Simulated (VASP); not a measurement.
HfSiO4: single point with PBE

HfSiO4:

```
Hf Si O
1.0
    -3.29082    3.29082    2.92605
     3.29082   -3.29082    2.92605
     3.29082    3.29082   -2.92605
Hf Si O
2 2 8
Direct
  0.00000 0.00000 0.00000
  0.75000 0.25000 0.50000
  0.25000 0.75000 0.50000
  0.50000 0.50000 0.00000
  0.13454 0.31959 0.81495
  0.06959 0.75465 0.68505
  0.06959 0.38454 0.31495
  0.50465 0.31959 0.18505
  0.68041 0.49535 0.81495
  0.61546 0.93041 0.68505
  0.24535 0.93041 0.31495
  0.68041 0.86546 0.18505
```

This cell differs from its parent crystal: uniaxial z strain -2.0%.

```yaml
Program: VASP 6.6.1
Task: single point
Functional: PBE
Potentials_or_basis: VASP PAW PBE potentials, release 64 (Hf_pv, Si, O)
Cutoff: 520 eV
k_mesh: 6 × 6 × 6
Occupations: fermi-dirac, width 0.02 eV
Spin: no spin polarisation
```

```
Pressure               : 10.4 GPa
Largest force          : 0.491 eV/Å
Band gap on the k mesh : 5.49 eV (least direct gap 5.81 eV)
```

Forces on the atoms (eV/Å):
```
Hf   0.000  0.000  0.000
Hf   0.000  0.000  0.000
Si   0.000  0.000  0.000
Si   0.000  0.000  0.000
O    0.000 -0.370 -0.322
O    0.370  0.000 -0.322
O   -0.370  0.000 -0.322
O    0.000  0.370 -0.322
O   -0.370  0.000  0.322
O    0.000  0.370  0.322
O    0.000 -0.370  0.322
O    0.370  0.000  0.322
```

Stress tensor (GPa, compression positive):
```
 7.67  0.00  0.00
 0.00  7.67  0.00
 0.00  0.00 15.76
```

Levels at points of the mesh, in eV from the valence-band top:
| k point | band 35 | band 36 | band 37 | band 38 | band 39 | band 40 | band 41 | band 42 |
| --- | --- | --- | --- | --- | --- | --- | --- | --- |
| (0.00, 0.00, 0.00) | -0.65 | -0.61 | -0.57 | 0.00 | 5.81 | 6.17 | 6.38 | 6.38 |
| (0.50, 0.00, 0.00) | -0.98 | -0.87 | -0.23 | -0.23 | 5.72 | 5.92 | 6.73 | 6.91 |
| (0.50, 0.50, 0.00) | -0.94 | -0.94 | -0.62 | -0.62 | 5.51 | 5.51 | 6.71 | 6.71 |
| (0.50, 0.50, 0.50) | -1.06 | -1.06 | -0.94 | -0.94 | 6.34 | 6.34 | 6.68 | 6.68 |

Run time: 110 s on 1 thread of Intel(R) Xeon(R) 6975P-C (Granite Rapids) (shared host), peak memory 0.34 GiB.

Caveat: the cell differs from its parent crystal (uniaxial z strain -2.0%); the cell stands under pressure; spin-orbit coupling is left out, which moves the levels of the heavy elements. A k mesh can miss the band edges.
